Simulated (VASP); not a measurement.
Nb:

```
CELL_PARAMETERS angstrom
0.00000 2.09500 2.09500
2.09500 0.00000 2.09500
2.09500 2.09500 0.00000
ATOMIC_POSITIONS crystal
Nb 0.00000 0.00000 0.00000
```

This isn't the form of Nb at room conditions, which is bcc.

* Program: VASP 6.6.1
* Task: relaxation of cell and atoms
* Functional: PBE
* Potentials or basis: VASP PAW PBE potentials, release 64 (Nb_sv)
* Cutoff: 500 eV
* k mesh: 8 × 8 × 8
* Occupations: methfessel-paxton, width 0.1 eV
* Spin: no spin polarisation

At the start: pressure 2.7 GPa; volume 18.39 Å³/atom.

Question: Where does the relaxation end?

Answer: Over 3 steps the energy falls by 2.4 meV/atom and the volume is 18.68 Å³/atom (+1.6 %); space group Fm-3m (No. 225, to 0.1 Å) before and after.

The path:
```csv
step,energy change (eV),largest force (eV/Å),pressure (GPa),volume (Å³)
1,0.0000,0.0000,2.67,18.39
2,0.0053,0.0000,-4.49,19.22
3,-0.0024,0.0000,-0.02,18.68
```

Final structure:
```
CELL_PARAMETERS angstrom
0.00000 2.10610 2.10610
2.10610 0.00000 2.10610
2.10610 2.10610 0.00000
ATOMIC_POSITIONS crystal
Nb 0.00000 0.00000 0.00000
```
